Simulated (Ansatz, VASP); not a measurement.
# Zn5S3O2: VASP beside Ansatz

```
Zn S O
1.0
     0.00085   -3.65789    0.00123
     3.65437   -0.00083    0.00177
    -1.82021    1.82405   12.45098
Zn S O
5 3 2
Direct
  0.69310 0.69324 0.38616
  0.11489 0.11531 0.22913
  0.50029 0.49984 0.00002
  0.88527 0.88448 0.77089
  0.30710 0.30638 0.61388
  0.05736 0.55819 0.11463
  0.44232 0.94276 0.88532
  0.24977 0.74983 0.49998
  0.84619 0.34587 0.69261
  0.65370 0.15408 0.30738
```

Change from the starting cell: cell x1, atoms moved at random (sigma 0.15 Å) and cell strained at random (1.5 %), then relaxed without symmetry.

Alike in both runs: functional PBE; k mesh 4 × 4 × 4; occupations gaussian, width 0.1 eV; no spin polarisation.

Ansatz relaxed the structure, and its values are those at the end. VASP's run is a single point on that final structure, the one shown.

|  | VASP | Ansatz |
| --- | --- | --- |
| version | VASP 6.6.1 | Ansatz 0.2.0 |
| potentials or method | VASP PAW PBE potentials, release 64 (Zn, S, O), cutoff 520 eV | scalar-relativistic, plane waves, PAW |
| valence electrons in the cell | 90 | 90 |

```tsv
	VASP	Ansatz	Ansatz less VASP
gap on the k mesh at the Fermi level (eV)	0.85	0.85	+0.004
least direct gap on the mesh (eV)	0.85	0.85	+0.004
pressure (GPa)	0.3	0.0	-0.30
rms of the force components (eV/Å)	0.009	0.005	-0.0044
```

The functional is the same, so the differences come from potentials, cutoffs and numerics.

The k mesh is coarse, so the values compare programs but aren't converged.
